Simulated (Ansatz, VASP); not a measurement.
# Two plane-wave programs on NaF

Contents of INCAR:

```
SYSTEM = NaF
PREC     = Accurate       ! precision mode
ENCUT    = 520            ! plane-wave cutoff, eV
EDIFF    = 1E-7           ! SCF threshold, eV
ISMEAR   = 0              ! smearing method
SIGMA    = 0.02           ! smearing width, eV
LREAL    = .False.        ! projectors in reciprocal space
LASPH    = .True.         ! aspherical terms in the spheres
NELM     = 60             ! most SCF steps
ALGO     = Normal         ! electronic algorithm
ISIF     = 2              ! what is computed and relaxed
LWAVE    = .False.        ! write WAVECAR
LCHARG   = .False.        ! write CHGCAR
GGA      = PE             ! functional
NBANDS   = 14             ! bands
```

Contents of KPOINTS:

```
Automatic mesh
0
Gamma
  8 8 8
  0 0 0
```

POSCAR

```
NaF
1.0
    0.0000000000      2.2770241957      2.2770241957
    2.2770241957      0.0000000000      2.2770241957
    2.2770241957      2.2770241957      0.0000000000
Na F
1 1
Direct
    0.0000000000      0.0000000000      0.0000000000
    0.5000000000      0.5000000000      0.5000000000
```

Input for Ansatz:

```yaml
crystal:
  lattice:
    - [0.0, 2.2770241957, 2.2770241957]
    - [2.2770241957, 0.0, 2.2770241957]
    - [2.2770241957, 2.2770241957, 0.0]
  atoms:
    - { symbol: Na, position: [0.0, 0.0, 0.0] }
    - { symbol: F, position: [0.5, 0.5, 0.5] }
basis:
  ecutwfc: 420
kpoints:
  mp_grid: { grid: [8, 8, 8] }
hamiltonian:
  xc: pbe
scf:
  occupations: { method: gaussian, width: 0.02 }
output:
  forces: true
  stress: true
  eigenvalues: true
```

Alike in both runs: task single point; functional PBE; k mesh 8 × 8 × 8; occupations gaussian, width 0.02 eV; no spin polarisation.

|  | VASP | Ansatz |
| --- | --- | --- |
| version | VASP 6.6.1 | Ansatz 0.2.0 |
| potentials or method | VASP PAW PBE potentials, release 64 (Na_pv, F), cutoff 520 eV | scalar-relativistic, plane waves, PAW |
| valence electrons in the cell | 14 | 16 |

```tsv
	VASP	Ansatz	Ansatz less VASP
gap on the k mesh at the Fermi level (eV)	6.59	6.61	+0.016
least direct gap on the mesh (eV)	6.59	6.61	+0.016
pressure (GPa)	5.2	5.3	+0.06
```

VASP's potentials hold 14 valence electrons a cell and Ansatz's 16, so a difference there can come from the potentials and not from the codes.
